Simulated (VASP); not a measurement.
# Be2C: relaxation of the atoms with PBEsol

Crystal: Be2C.

```
CELL_PARAMETERS angstrom
-0.01078 2.14999 2.14999
2.14999 -0.01078 2.14999
2.14999 2.14999 -0.01078
ATOMIC_POSITIONS crystal
Be 0.25000 0.25000 0.25000
Be 0.75000 0.75000 0.75000
C 0.00000 0.00000 0.00000
```

This cell differs from its parent crystal: equal xy, yz and zx engineering shears of -0.5 %.

```
Program                : VASP 6.6.1
Task                   : relaxation of the atoms
Functional             : PBEsol
Potentials or basis    : VASP PAW PBE potentials, release 64 (Be, C)
Cutoff                 : 520 eV
k mesh                 : 8 × 8 × 8
Occupations            : gaussian, width 0.01 eV
Spin                   : no spin polarisation
Dipole correction      : no
Further INCAR settings : ALGO = Normal; EDIFF = 1e-07; IBRION = 2; EDIFFG = -0.002; NSW = 50
```

```json
{
 "Energy gained by relaxing": "0.0 meV/atom",
 "Ionic steps": "2",
 "Pressure after relaxing": "0.7 GPa",
 "Band gap on the k mesh": "1.04 eV, indirect (least direct gap 4.03 eV)"
}
```

Stress tensor (GPa, compression positive):
```
0.71 1.08 1.08
1.08 0.71 1.08
1.08 1.08 0.71
```

Final structure:
```
Be C
1.0
    -0.01078    2.14999    2.14999
     2.14999   -0.01078    2.14999
     2.14999    2.14999   -0.01078
Be C
2 1
Direct
  0.24993 0.24993 0.24993
  0.75007 0.75007 0.75007
  0.00000 0.00000 0.00000
```

Levels at points of the mesh, in eV from the valence-band top:
```
           k point  band 1  band 2  band 3  band 4  band 5  band 6  band 7  band 8
(0.00, 0.00, 0.00)  -15.15   -0.03   -0.03    0.00    4.03    4.03    4.19    6.84
(0.50, 0.00, 0.00)  -12.25   -8.88   -1.87   -1.86    4.93    5.01    7.17    9.77
(0.50, 0.50, 0.00)  -11.49   -6.85   -4.87   -4.79    1.04    5.79   13.31   13.33
(0.50, 0.50, 0.50)  -12.19   -8.85   -1.93   -1.93    4.88    4.88    7.04    9.73
```

Wall time 24 s on 1 thread of AMD EPYC 7R13, on a shared host, peak memory 0.11 GiB.

Caveat: the cell differs from its parent crystal (equal xy, yz and zx engineering shears of -0.5 %); the PAW data sets were made with another functional, which shifts forces and pressure a little. A k mesh can miss the band edges.
